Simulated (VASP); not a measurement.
Here is a VASP 6.6.1 calculation.

Contents of INCAR:

```
SYSTEM = ZrO2
PREC = Accurate
ENCUT = 600
EDIFF = 1E-6
ISMEAR = 0
SIGMA = 0.05
LREAL = .False.
LASPH = .True.
NELM = 200
ALGO = Normal
ISIF = 2
LWAVE = .False.
LCHARG = .True.
MAGMOM = 0 0 0 0 0 0 0 0 0 0 0 0 0 0 0 0 0 0
LORBIT = 11
LSORBIT = .True.
GGA_COMPAT = .False.
LORBMOM = .True.
LMAXMIX = 4
GGA = RP
LVHAR = .True.
NBANDS = 64
```

Contents of KPOINTS:

```
regular mesh
0
Gamma
  6 6 4
  0 0 0
```

Contents of POSCAR:

```
ZrO2
1.0
    3.6208211003      0.0000000000      0.0000000000
    0.0000000000      3.6208211003      0.0000000000
    0.0000000000      0.0000000000      5.2831522578
Zr O
2 4
Direct
    0.0000000000      0.0000000000      0.0000000000
    0.5000000000      0.5000000000      0.5000000000
    0.0000000000      0.5000000000      0.1928116375
    0.0000000000      0.5000000000      0.6928116375
    0.5000000000      0.0000000000      0.3071883625
    0.5000000000      0.0000000000      0.8071883625
```

Potentials or basis: VASP PAW PBE potentials, release 64 (Zr_sv, O).

Command:

```sh
$ cat potpaw_PBE.64/Zr_sv/POTCAR potpaw_PBE.64/O/POTCAR > POTCAR
$ mpirun -np 1 vasp_ncl > vasp.out
```

Problem. Predict the pressure.

Solution. 4.4 GPa.

Problem. Estimate the largest force.

Solution. 0.014 eV/Å.

Forces in eV/Å, atoms in the order of the input:
```
Zr   0.000  0.000  0.000
Zr   0.000  0.000  0.000
O    0.000  0.000  0.014
O    0.000  0.000  0.014
O    0.000  0.000 -0.014
O    0.000  0.000 -0.014
```

Caveat: the cell stands under pressure; the PAW data sets were made with another functional, which shifts forces and pressure a little.
